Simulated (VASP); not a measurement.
Set up this calculation in VASP 6.6.1, as the native input.

```yaml
Task: relaxation of cell and atoms
Functional: PBE
Potentials_or_basis: VASP PAW PBE potentials, release 64 (Sn_d, Pb_d, S)
Cutoff: 600 eV
k_mesh: 4 × 2 × 2
Occupations: gaussian, width 0.1 eV
Spin: no spin polarisation
Dipole_correction: no
Further_INCAR_settings: ALGO = Normal; EDIFF = 1e-06; IBRION = 2; EDIFFG = -0.025; NSW = 80; ISIF = 3
```

The structure of Sn3PbS4 lies in POSCAR:

```
Sn3PbS4
1.0
   -0.0071473541     -4.1002914271     -0.0037174528
   -6.0168035448     -0.0105569787     -0.0121569955
    0.0641760419     -0.0075344788     -8.5180590311
Sn Pb S
3 1 4
Direct
   -0.0332162121      0.2484439360      0.6175739866
    0.5486564272      0.7060438292      0.8565913209
    0.4762513874      0.7936409344      0.4018133843
    0.0514476203      0.3126338033      0.0902910630
    0.5508784318      0.1591637118      0.8430323952
    0.5249675598      0.3517552551      0.3469682755
   -0.0775035930      0.7991418063      0.1902138178
   -0.0414816213      0.6291777238      0.6535167567
```

The input as run:

INCAR

```
PREC = Accurate
ENCUT = 600
EDIFF = 1E-6
ISMEAR = 0
SIGMA = 0.1
LREAL = False
LASPH = True
NELM = 60
ALGO = Normal
ISIF = 3
LWAVE = False
LCHARG = False
GGA = PE
IBRION = 2
NSW = 80
EDIFFG = -0.025
```

KPOINTS

```
regular mesh
0
Gamma
  4 2 2
```

Potentials or basis: VASP PAW PBE potentials, release 64 (Sn_d, Pb_d, S).

Command:

```bash
$ cat potpaw_PBE.64/Sn_d/POTCAR potpaw_PBE.64/Pb_d/POTCAR potpaw_PBE.64/S/POTCAR > POTCAR
$ mpirun -np 1 vasp_std > vasp.out
```

It gave:

The relaxed volume is 25.92 Å³/atom. The relaxed cell is a = 4.077 Å, b = 6.154 Å, c = 8.266 Å, α = 90.39°, β = 89.90°, γ = 89.98° and the space group after relaxing (to 0.1 Å) is Pm (No. 6). The energy gained by relaxing is 156.9 meV/atom and the ionic steps are 29. The pressure after relaxing is 0.1 GPa, the largest force after relaxing is 0.024 eV/Å and the band gap on the k mesh is 0.44 eV (least direct gap 0.75 eV).

Caveat: the k points lie up to 0.51 Å⁻¹ apart in the final cell; spin-orbit coupling is left out, which moves the levels of the heavy elements.

Run time: 29 min on 1 thread of Intel(R) Xeon(R) 6975P-C (Granite Rapids), with other jobs on the host, peak memory 0.43 GiB.
